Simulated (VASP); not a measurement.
# Co (P6_3/mmc) in VASP: a series of runs

Co is run at these levels: PBE; tasks: single point.

Everything below comes from runs of VASP 6.6.1. Logs are shortened: lines on timing, memory, paths and dates and some standing lists are left out, and cuts for length are marked.

## Step 1: The cell of the first run

It takes space group P6_3/mmc (No. 194, hexagonal). Conventional cell: a = 2.458 Å, b = 2.458 Å, c = 3.961 Å, α = 90.00°, β = 90.00°, γ = 120.00°. Within 3.2 Å of Co (site symmetry -6m2) lie 12 Co at 2.44 to 2.46 Å.

## Step 2: Single point, PBE

File INCAR:

```
SYSTEM = Co
PREC     = Accurate       ! precision mode
ENCUT    = 520            ! plane-wave cutoff, eV
EDIFF    = 1E-7           ! SCF threshold, eV
ISMEAR   = 0              ! smearing method
SIGMA    = 1.0            ! smearing width, eV
LREAL    = .False.        ! projectors in reciprocal space
LASPH    = .True.         ! aspherical terms in the spheres
NELM     = 80             ! most SCF steps
ALGO     = Normal         ! electronic algorithm
ISIF     = 2              ! what is computed and relaxed
LWAVE    = .False.        ! write WAVECAR
LCHARG   = .False.        ! write CHGCAR
GGA      = PE             ! functional
NBANDS   = 16             ! bands
```

File KPOINTS:

```
Automatic mesh
0
Gamma
  15 15 8
  0 0 0
```

File POSCAR:

```
Co
1.0
    2.4583936733      0.0000000000      0.0000000000
   -1.2291968366      2.1290313736      0.0000000000
    0.0000000000      0.0000000000      3.9606917934
Co
2
Direct
    0.3333333333      0.6666666667      0.2500000000
    0.6666666667      0.3333333333      0.7500000000
```

Potentials or basis: VASP PAW PBE potentials, release 64 (Co).

On the command line:

```sh
> cat potpaw_PBE.64/Co/POTCAR > POTCAR
> mpirun -np 1 vasp_std > vasp.out
```

OUTCAR:

```text
SYSTEM = Co
   PREC = Accurate
   ENCUT = 520
   EDIFF = 1E-7
   ISMEAR = 0
   LREAL = .False.
   LASPH = .True.
   NELM = 80
   ISIF = 2
   GGA = PE

 ion  position               nearest neighbor table
   1  0.333  0.667  0.250-   2 2.44   2 2.44   2 2.44   2 2.44   2 2.44   2 2.44
   2  0.667  0.333  0.750-   1 2.44   1 2.44   1 2.44   1 2.44   1 2.44   1 2.44

  LATTYP: Found a hexagonal cell.
 ALAT       =     2.4583936733
 C/A-ratio  =     1.6110893208

  Lattice vectors:

 A1 = (   2.4583936733,   0.0000000000,   0.0000000000)
 A2 = (  -1.2291968366,   2.1290313736,   0.0000000000)
 A3 = (   0.0000000000,   0.0000000000,   3.9606917934)

Analysis of symmetry for initial positions (statically):
=====================================================================
 Subroutine PRICEL returns:
 Original cell was already a primitive cell.

 Routine SETGRP: Setting up the symmetry group for a
 hexagonal supercell.

 Subroutine GETGRP returns: Found 24 space group operations
 (whereof 12 operations were pure point group operations)
 out of a pool of 24 trial point group operations.

The static configuration has the point symmetry D_3d.
 The point group associated with its full space group is D_6h.

Analysis of symmetry for dynamics (positions and initial velocities):
=====================================================================
 Subroutine PRICEL returns:
 Original cell was already a primitive cell.

 Routine SETGRP: Setting up the symmetry group for a
 hexagonal supercell.

 Subroutine GETGRP returns: Found 24 space group operations
 (whereof 12 operations were pure point group operations)
 out of a pool of 24 trial point group operations.

The dynamic configuration has the point symmetry D_3d.
 The point group associated with its full space group is D_6h.

 Subroutine INISYM returns: Found 24 space group operations
 (whereof 12 operations are pure point group operations),
 and found     1 'primitive' translations

----------------------------------------------------------------------------------------

                                     Primitive cell

  volume of cell :      20.7302

  direct lattice vectors                    reciprocal lattice vectors
     2.458393673  0.000000000  0.000000000     0.406769677  0.234848582  0.000000000
    -1.229196837  2.129031374  0.000000000     0.000000000  0.469697165  0.000000000
     0.000000000  0.000000000  3.960691793     0.000000000  0.000000000  0.252481145

  length of vectors
     2.458393673  2.458393673  3.960691793     0.469697165  0.469697165  0.252481145

  position of ions in fractional coordinates (direct lattice)
     0.333333333  0.666666667  0.250000000
     0.666666667  0.333333333  0.750000000

  ion indices of the primitive-cell ions
   primitive index   ion index
                 1           1
                 2           2

----------------------------------------------------------------------------------------

 KPOINTS: Automatic mesh

Automatic generation of k-mesh.
 Grid dimensions read from file:
 generate k-points for:   15   15    8

 Generating k-lattice:

  Cartesian coordinates                     Fractional coordinates (reciprocal lattice)
     0.027117978  0.015656572  0.000000000     0.066666667  0.000000000  0.000000000
     0.000000000  0.031313144  0.000000000     0.000000000  0.066666667  0.000000000
     0.000000000  0.000000000  0.031560143     0.000000000  0.000000000  0.125000000

  Length of vectors
     0.031313144  0.031313144  0.031560143

  Shift w.r.t. Gamma in fractional coordinates (k-lattice)
     0.000000000  0.000000000  0.000000000

 Subroutine IBZKPT returns following result:
 ===========================================

 Found    135 irreducible k-points:

 Following reciprocal coordinates:
            Coordinates               Weight
  0.000000  0.000000  0.000000      1.000000
  0.066667 -0.000000  0.000000      6.000000
  0.133333 -0.000000  0.000000      6.000000
  0.200000 -0.000000  0.000000      6.000000
  0.266667 -0.000000  0.000000      6.000000
  0.333333 -0.000000  0.000000      6.000000
[... 16 lines left out ...]
  0.333333  0.200000  0.000000     12.000000
  0.400000  0.200000  0.000000      6.000000
 [... further k-points ...]
   k-points           NKPTS =    135   k-points in BZ     NKDIM =    135   number of bands    NBANDS=     16
   number of dos      NEDOS =    301   number of ions     NIONS =      2
   total plane-waves  NPLWV =   9720
   dimension x,y,z NGX =    18 NGY =   18 NGZ =   30
   dimension x,y,z NGXF=    36 NGYF=   36 NGZF=   60
   ions per type =               2
   NGX,Y,Z   is equivalent  to a cutoff of  12.17, 12.17, 12.59 a.u.
   NGXF,Y,Z  is equivalent  to a cutoff of  24.34, 24.34, 25.18 a.u.
 SYSTEM =  Co
   PREC   = accura    normal or accurate (medium, high low for compatibility)
   ISTART =      0    job   : 0-new  1-cont  2-samecut
   ICHARG =      2    charge: 1-file 2-atom 10-const
   ISPIN  =      1    spin polarized calculation?
   LNONCOLLINEAR =      F non collinear calculations
   LSORBIT =      F    spin-orbit coupling
   LASPH  =      T    aspherical Exc in radial PAW
   ENCUT  =  520.0 eV  38.22 Ry    6.18 a.u.   4.57  4.57  7.36*2*pi/ulx,y,z
   NELM   =     80;   NELMIN=  2; NELMDL= -5     # of ELM steps
   EDIFF  = 0.1E-06   stopping-criterion for ELM
   LREAL  =      F    real-space projection
   EDIFFG = 0.1E-05   stopping-criterion for IOM
   NSW    =      0    number of steps for IOM
   IBRION =     -1    ionic relax: 0-MD 1-quasi-New 2-CG
   NFREE  =      0    steps in history (QN), initial steepest desc. (CG)
   ISIF   =      2    stress and relaxation
   ISYM   =      2    0-nonsym 1-usesym 2-fastsym
   POTIM  = 0.5000    time-step for ionic-motion
   TEBEG  =    0.0;   TEEND  =   0.0 temperature during run
   PSTRESS=    0.0 pullay stress
   NELECT =      18.0000    total number of electrons
   NUPDOWN=      -1.0000    fix difference up-down
   EMIN   =  10.00;   EMAX   =-10.00  energy-range for DOS
   EFERMI =   0.00;   METHOD = LEGACY
   ISMEAR =     0;   SIGMA  =   1.00  broadening in eV -4-tet -1-fermi 0-gaus
   EFERMI_NEDOS =   21; number of points for ismear=-14 and -15
   IALGO  =     38    algorithm
   IMIX   =      4    mixing-type and parameters
     AMIX     =   0.40;   BMIX     =  1.00
     AMIX_MAG =   1.60;   BMIX_MAG =  1.00
  volume/ion in A,a.u.               =      10.37        69.95
  Fermi-wavevector in a.u.,A,eV,Ry     =   1.561819  2.951411 33.188418  2.439280
  Thomas-Fermi vector in A             =   2.664829
   LORBIT       =      0    0 simple, 1 ext, 2 COOP (PROOUT), +10 PAW based schemes
   GGA     = PE    functional components
   LHFCALC =     F    Hartree Fock is set to
   AEXX    =    0.0000 exact exchange contribution
   IVDW    =     0    specifies the selected vdW correction
   LEPSILON=     F    determine dielectric tensor
   LRPA    =     F    only Hartree local field effects (RPA)
 non-spin polarized calculation
 Gauss-broadening in eV      SIGMA  =   1.00
  energy-cutoff  :      520.00
  volume of cell :       20.73
 maximum number of plane-waves:       578
   NGX =  9   NGY =  9   NGZ = 15

 number of electron      17.9999975 magnetization

 Free energy of the ion-electron system (eV)
  ---------------------------------------------------
  ext. energy  EPLUGINS =         0.00000000
  ---------------------------------------------------
  free energy    TOTEN  =       -14.72997041 eV

  energy without entropy =      -12.89372568  energy(sigma->0) =      -13.81184804

 E-fermi :  10.8939     XC(G=0): -13.6901

 val. band max:       10.8899814942   @ k =   0.1333   0.0667   0.3750
 cond. band min:      10.8948736044   @ k =   0.1333  -0.0000   0.5000
 fundamental gap:      0.0048921102
 Fermi energy:        10.8938738069

 k-point     1 :       0.0000    0.0000    0.0000
  band No.  band energies     occupation
      1       1.7345      2.00000
      2       6.0259      2.00000
      3       9.0205      1.99194
      4       9.0273      1.99170
      5       9.0273      1.99170
      6       9.3938      1.96611
[... 8 lines left out ...]
     15      36.3917      0.00000
     16      36.4255      0.00000

 k-point     2 :       0.0667   -0.0000    0.0000
  band No.  band energies     occupation
      1       1.8961      2.00000
      2       6.1300      2.00000
      3       8.8163      1.99670
      4       9.1084      1.98843
      5       9.2025      1.98324
      6       9.3523      1.97075
[... 8 lines left out ...]
     15      34.2607      0.00000
     16      34.6935      0.00000

 k-point     3 :       0.1333   -0.0000    0.0000
  band No.  band energies     occupation
      1       2.3704      2.00000
      2       6.4114      2.00000
      3       8.5593      1.99904
      4       8.9722      1.99343
      5       9.2048      1.98309
      6       9.3430      1.97171
[... 8 lines left out ...]
     15      32.6541      0.00000
     16      33.3143      0.00000

 k-point     4 :       0.2000   -0.0000    0.0000
  band No.  band energies     occupation
      1       3.1229      2.00000
      2       6.7608      2.00000
      3       8.2676      1.99980
      4       8.3009      1.99975
      5       9.0655      1.99028
      6       9.3998      1.96540
[... 8 lines left out ...]
     15      30.7839      0.00000
     16      32.6013      0.00000
[... 324 lines left out ...]
 k-point    22 :       0.2667    0.2000    0.0000
  band No.  band energies     occupation
      1       6.2854      2.00000
      2       7.1250      2.00000
      3       7.2748      2.00000
      4       7.6402      2.00000
      5       8.6385      1.99858
      6       9.1836      1.98442
[... 8 lines left out ...]
     15      22.2085      0.00000
     16      28.0873      0.00000

 k-point    23 :       0.3333    0.2000    0.0000
  band No.  band energies     occupation
      1       6.8200      2.00000
      2       7.0057      2.00000
      3       7.1129      2.00000
      4       7.8502      1.99998
      5       8.6321      1.99862
      6       8.9938      1.99279
[... 8 lines left out ...]
     15      22.3927      0.00000
     16      26.0700      0.00000

 k-point    24 :       0.4000    0.2000    0.0000
  band No.  band energies     occupation
      1       6.9658      2.00000
      2       6.9661      2.00000
      3       7.0486      2.00000
      4       7.9827      1.99996
      5       8.6613      1.99841
      6       8.8950      1.99530
[... 8 lines left out ...]
     15      22.8728      0.00000
     16      24.8513      0.00000

 [... further k-points ...]
[... 5 lines left out ...]
  --------------------------------------------------------------------------------------
  -------------------------------------------------------------------------------------
  Total        0.8521529      0.8521529      0.9699610      0.0000000     -0.0000000      0.0000000
  in kB       65.8602812     65.8602812     74.9653077      0.0000000     -0.0000000      0.0000000
  external PRESSURE =      68.8952900 kB  Pullay stress =       0.0000000 kB

 VOLUME and BASIS-vectors are now :
 -----------------------------------------------------------------------------
  energy-cutoff  :      520.00
  volume of cell :       20.73
      direct lattice vectors                 reciprocal lattice vectors
     2.458393673  0.000000000  0.000000000     0.406769677  0.234848582  0.000000000
    -1.229196837  2.129031374  0.000000000     0.000000000  0.469697165  0.000000000
     0.000000000  0.000000000  3.960691793     0.000000000  0.000000000  0.252481145

 POSITION                                       TOTAL-FORCE (eV/Angst)
 -----------------------------------------------------------------------------------
     -0.00000      1.41935      0.99017         0.000000      0.000000      0.000000
      1.22920      0.70968      2.97052        -0.000000      0.000000      0.000000
 -----------------------------------------------------------------------------------
    total drift:                               -0.000000     -0.000000     -0.000000

  FREE ENERGIE OF THE ION-ELECTRON SYSTEM (eV)
  ---------------------------------------------------
  free  energy   TOTEN  =       -14.7299704083 eV

  energy  without entropy=      -12.8937256759  energy(sigma->0) =      -13.81184804
```

It took 36 s on 1 thread of Intel Xeon Platinum 8259CL at 2.50GHz (Skylake/Cascade Lake), shared host; peak memory 0.15 GiB.

Results:

```
Free energy            : -14.7300 eV
Pressure               : 6.9 GPa
Band gap on the k mesh : zero (band 9 reaches 11.29 eV, above the bottom of band 10 at 9.73 eV)
```

Caveat: the run has no spin polarisation, though such a crystal can be magnetic. Spin polarisation is off, so any magnetic state and its effect on volume and gap are missing.

## Step 3: Single point, PBE

File INCAR:

```
SYSTEM = Co
PREC = Accurate
ENCUT = 520
EDIFF = 1E-7
ISMEAR = 1
SIGMA = 0.01
LREAL = .False.
LASPH = .True.
NELM = 60
ALGO = Normal
ISIF = 2
LWAVE = .False.
LCHARG = .True.
GGA = PE
LELF = .True.
LVHAR = .True.
NBANDS = 16
```

KPOINTS is that of step 2.

POSCAR is that of step 2.

Potentials or basis: VASP PAW PBE potentials, release 64 (Co).

On the command line:

```sh
> cat potpaw_PBE.64/Co/POTCAR > POTCAR
> mpirun -np 1 vasp_std > vasp.out
```

It took 35 s on 1 thread of Intel Xeon Platinum 8259CL at 2.50GHz (Skylake/Cascade Lake), shared host; peak memory 0.15 GiB.

The run converged. Its results:

```
Free energy            : -13.6391 eV
Pressure               : -1.8 GPa
Band gap on the k mesh : zero (band 9 reaches 11.21 eV, above the bottom of band 10 at 9.66 eV)
```

Stress tensor (GPa, compression positive):
```
-1.80  0.00  0.00
 0.00 -1.80  0.00
 0.00  0.00 -1.94
```

Levels at points of the mesh, in eV from the Fermi level:
```
           k point  band 6  band 7  band 8  band 9  band 10  band 11  band 12  band 13
(0.00, 0.00, 0.00)   -1.52   -1.52   -1.16   -1.16    -0.04     0.09     0.09     7.30
(0.00, 0.00, 0.50)   -1.96   -1.96   -1.96   -0.25    -0.25    -0.25    -0.25    15.87
```

Caveat: the run has no spin polarisation, though such a crystal can be magnetic. Spin polarisation is off, so any magnetic state and its effect on volume and gap are missing.

## Step 4: Single point, PBE

File INCAR:

```
ALGO     = Normal         # electronic algorithm
EDIFF    = 1E-6           # SCF threshold, eV
ENCUT    = 520            # plane-wave cutoff, eV
GGA      = PE             # functional
ISIF     = 2              # what is computed and relaxed
ISMEAR   = 1              # smearing method
LASPH    = True           # aspherical terms in the spheres
LCHARG   = True           # write CHGCAR
LELF     = True           # ELF
LREAL    = False          # projectors in reciprocal space
LVHAR    = True         
LWAVE    = False          # write WAVECAR
NBANDS   = 16             # bands
NELM     = 100            # most SCF steps
PREC     = Accurate       # precision mode
SIGMA    = 0.03           # smearing width, eV
```

File KPOINTS:

```
k-points
0
Gamma
  15 15 8
```

POSCAR is that of step 3.

Potentials or basis: VASP PAW PBE potentials, release 64 (Co).

On the command line:

```sh
> cat potpaw_PBE.64/Co/POTCAR > POTCAR
> mpirun -np 1 vasp_std > vasp.out
```

OUTCAR:

```text
EDIFF = 1E-6
   ENCUT = 520
   GGA = PE
   ISIF = 2
   ISMEAR = 1
   LASPH = True
   LREAL = False
   NELM = 100
   PREC = Accurate

 ion  position               nearest neighbor table
   1  0.333  0.667  0.250-   2 2.44   2 2.44   2 2.44   2 2.44   2 2.44   2 2.44
   2  0.667  0.333  0.750-   1 2.44   1 2.44   1 2.44   1 2.44   1 2.44   1 2.44

  LATTYP: Found a hexagonal cell.
 ALAT       =     2.4583936733
 C/A-ratio  =     1.6110893208

  Lattice vectors:

 A1 = (   2.4583936733,   0.0000000000,   0.0000000000)
 A2 = (  -1.2291968366,   2.1290313736,   0.0000000000)
 A3 = (   0.0000000000,   0.0000000000,   3.9606917934)

Analysis of symmetry for initial positions (statically):
=====================================================================
 Subroutine PRICEL returns:
 Original cell was already a primitive cell.

 Routine SETGRP: Setting up the symmetry group for a
 hexagonal supercell.

 Subroutine GETGRP returns: Found 24 space group operations
[... 158 lines left out ...]

 Free energy of the ion-electron system (eV)
  ---------------------------------------------------
  ext. energy  EPLUGINS =         0.00000000
  ---------------------------------------------------
  free energy    TOTEN  =       -13.63907483 eV

  energy without entropy =      -13.63905932  energy(sigma->0) =      -13.63906966

 E-fermi :  10.8599     XC(G=0): -13.6930

 val. band max:       10.8537124424   @ k =   0.3333   0.3333   0.1250
 cond. band min:      10.8615054620   @ k =   0.2000   0.0667   0.3750
 fundamental gap:      0.0077930196
 Fermi energy:        10.8599129897

 k-point     1 :       0.0000    0.0000    0.0000
  band No.  band energies     occupation
      1       1.7294      2.00000
      2       5.9835      2.00000
      3       8.9454      2.00000
      4       8.9778      2.00000
      5       8.9778      2.00000
      6       9.3424      2.00000
[... 433 lines left out ...]
      3       7.0088      2.00000
      4       7.9495      2.00000
      5       8.5950      2.00000
      6       8.8309      2.00000
[... 8 lines left out ...]
     15      22.8605      0.00000
     16      24.8155      0.00000

 [... further k-points ...]
[... 5 lines left out ...]
  --------------------------------------------------------------------------------------
  -------------------------------------------------------------------------------------
  Total       -0.2349148     -0.2349148     -0.2576272     -0.0000000      0.0000000      0.0000000
  in kB      -18.1558407    -18.1558407    -19.9112128     -0.0000000      0.0000000      0.0000000
  external PRESSURE =     -18.7409647 kB  Pullay stress =       0.0000000 kB

 VOLUME and BASIS-vectors are now :
 -----------------------------------------------------------------------------
  energy-cutoff  :      520.00
  volume of cell :       20.73
      direct lattice vectors                 reciprocal lattice vectors
     2.458393673  0.000000000  0.000000000     0.406769677  0.234848582  0.000000000
    -1.229196837  2.129031374  0.000000000     0.000000000  0.469697165  0.000000000
     0.000000000  0.000000000  3.960691793     0.000000000  0.000000000  0.252481145

 POSITION                                       TOTAL-FORCE (eV/Angst)
 -----------------------------------------------------------------------------------
     -0.00000      1.41935      0.99017        -0.000000     -0.000000      0.000000
      1.22920      0.70968      2.97052         0.000000      0.000000      0.000000
 -----------------------------------------------------------------------------------
    total drift:                               -0.000000     -0.000000     -0.000000

  FREE ENERGIE OF THE ION-ELECTRON SYSTEM (eV)
  ---------------------------------------------------
  free  energy   TOTEN  =       -13.6390748276 eV

  energy  without entropy=      -13.6390593216  energy(sigma->0) =      -13.63906966
```

stdout:

```text
POSCAR found type information on POSCAR Co
 POSCAR found :  1 types and       2 ions
 scaLAPACK will be used
 LDA part: xc-table for (Slater+PW92), standard interpolation
 POSCAR, INCAR and KPOINTS ok, starting setup
 FFT: planning ... GRIDC
 FFT: planning ... GRID_SOFT
 FFT: planning ... GRID
 WAVECAR not read
 entering main loop
```

It took 34 s on 1 thread of Intel Xeon Platinum 8259CL at 2.50GHz (Skylake/Cascade Lake), shared host; peak memory 0.16 GiB.

What came out:

* Free energy: -13.6391 eV
* Pressure: -1.9 GPa
* Band gap on the k mesh: zero (band 9 reaches 11.21 eV, above the bottom of band 10 at 9.66 eV)

Stress tensor (GPa, compression positive):
```
-1.82  0.00  0.00
 0.00 -1.82  0.00
 0.00  0.00 -1.99
```

Caveat: the run has no spin polarisation, though such a crystal can be magnetic.

## Step 5: Overview

| smearing | gap on the mesh (eV) | pressure (GPa) |
| --- | --- | --- |
| gaussian 1 eV | none | 6.9 |
| methfessel-paxton 0.01 eV | none | -1.8 |
| methfessel-paxton 0.03 eV | none | -1.9 |

Alike in all rows: task single point; level PBE; potentials or basis VASP PAW PBE potentials, release 64 (Co); no spin polarisation; cell as given; k mesh 15 × 15 × 8; cutoff (eV) 520.

Every run on the cell as given and a fine mesh finds a metal.

Caveats: the run has no spin polarisation, though such a crystal can be magnetic.

Total energies depend on the potentials used, so only differences within one code and one set of settings carry meaning.
